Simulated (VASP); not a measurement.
Write the native input for VASP 6.6.1 that does the following.

```yaml
Task: density of states
Functional: PBEsol
Potentials_or_basis: VASP PAW PBE potentials, release 64 (Cu, O)
Cutoff: 520 eV
k_mesh: 10 × 10 × 5
Occupations: fermi-dirac, width 0.05 eV
Spin: no spin polarisation
Dipole_correction: no
k_mesh_for_the_DOS: 15 × 15 × 8
Occupations_for_the_DOS: tetrahedron
Further_INCAR_settings: ALGO = Normal; EDIFF = 1e-06
```

The system is CuO (Tenorite).

```
Cu O
1.0
     2.34465   -1.71340    0.00000
     2.34465    1.71340    0.00000
    -0.86055    0.00000    5.05944
Cu O
2 2
Direct
  0.49680 0.00320 0.50000
  0.00320 0.49680 0.00000
  0.40560 0.57140 0.75370
  0.57140 0.40560 0.25370
```

The input as run:

POSCAR

```
CuO
1.0
    2.3446500000     -1.7134000000      0.0000000000
    2.3446500000      1.7134000000      0.0000000000
   -0.8605543552      0.0000000000      5.0594363927
Cu O
2 2
Direct
    0.4968000000      0.0032000000      0.5000000000
    0.0032000000      0.4968000000      0.0000000000
    0.4056000000      0.5714000000      0.7537000000
    0.5714000000      0.4056000000      0.2537000000
```

INCAR.step1

```
SYSTEM = CuO
ALGO = Normal
EDIFF = 1E-6
ENCUT = 520
GGA = PS
ISIF = 2
ISMEAR = -1
LASPH = .TRUE.
LCHARG = .TRUE.
LMAXMIX = 4
LREAL = .FALSE.
LWAVE = .FALSE.
NBANDS = 25
NELM = 100
PREC = Accurate
SIGMA = 0.05
```

KPOINTS.step1

```
k-points
0
G
  10 10 5
  0 0 0
```

INCAR.step2

```
SYSTEM = CuO
ALGO = Normal
EDIFF = 1E-6
ENCUT = 520
GGA = PS
ICHARG = 11
ISIF = 2
ISMEAR = -5
LASPH = .TRUE.
LCHARG = .FALSE.
LMAXMIX = 4
LORBIT = 11
LREAL = .FALSE.
LWAVE = .FALSE.
NEDOS = 2001
NELM = 100
PREC = Accurate
SIGMA = 0.05
```

KPOINTS.step2

```
k-points
0
G
  15 15 8
  0 0 0
```

Potentials or basis: VASP PAW PBE potentials, release 64 (Cu, O).

Command:

```bash
$ cat potpaw_PBE.64/Cu/POTCAR potpaw_PBE.64/O/POTCAR > POTCAR
$ cp INCAR.step1 INCAR
$ cp KPOINTS.step1 KPOINTS
$ mpirun -np 1 vasp_std > vasp.out
$ cp INCAR.step2 INCAR
$ cp KPOINTS.step2 KPOINTS
$ mpirun -np 1 vasp_std > vasp.out
```

It gave:

- Valence electrons inside the program's atomic spheres: Cu 9.92; O 4.93

Caveat: semilocal functionals often make such compounds metallic where correlation or magnetic order opens a gap, which also shifts bond lengths.

It took 4.5 min on 1 thread of Intel Xeon 6975P-C, with other jobs on the host, peak memory 0.45 GiB.
